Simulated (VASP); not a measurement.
Ag, 2 atoms in the cell. It takes space group P6_3/mmc (No. 194, hexagonal). The conventional cell has a = 2.807 Å, b = 2.807 Å, c = 4.608 Å, α = 90.00°, β = 90.00°, γ = 120.00°. Within 3.7 Å of Ag (site symmetry -6m2) lie 12 Ag at 2.81 to 2.82 Å.  This cell differs from its parent crystal: volume scaled by 0.98.

* Program: VASP 6.6.1
* Task: relaxation of shape and atoms at fixed volume
* Functional: LDA
* Potentials or basis: VASP PAW LDA potentials, release 64 (Ag)
* Cutoff: 600 eV
* k mesh: 18 × 18 × 10
* Occupations: fermi-dirac, width 0.15 eV
* Spin: no spin polarisation
* Dipole correction: no
* Further INCAR settings: ALGO = Fast; EDIFF = 1e-06; IBRION = 2; EDIFFG = -0.001; NSW = 80; ISIF = 4

Potentials or basis: VASP PAW LDA potentials, release 64 (Ag).

The run is started by

```sh
$ cat potpaw_LDA.64/Ag/POTCAR > POTCAR
$ mpirun -np 1 vasp_std > vasp.out
```

Hardware: 1 thread of Intel(R) Xeon(R) Platinum 8375C CPU @ 2.90GHz (Ice Lake), on a shared host.

Question: Estimate the wall time of this run.

Answer: It took 3.8 min on 1 thread of Intel(R) Xeon(R) Platinum 8375C CPU @ 2.90GHz (Ice Lake), on a shared host, peak memory 0.23 GiB. Counts: scf iterations 21, k points 222, ion steps 3.
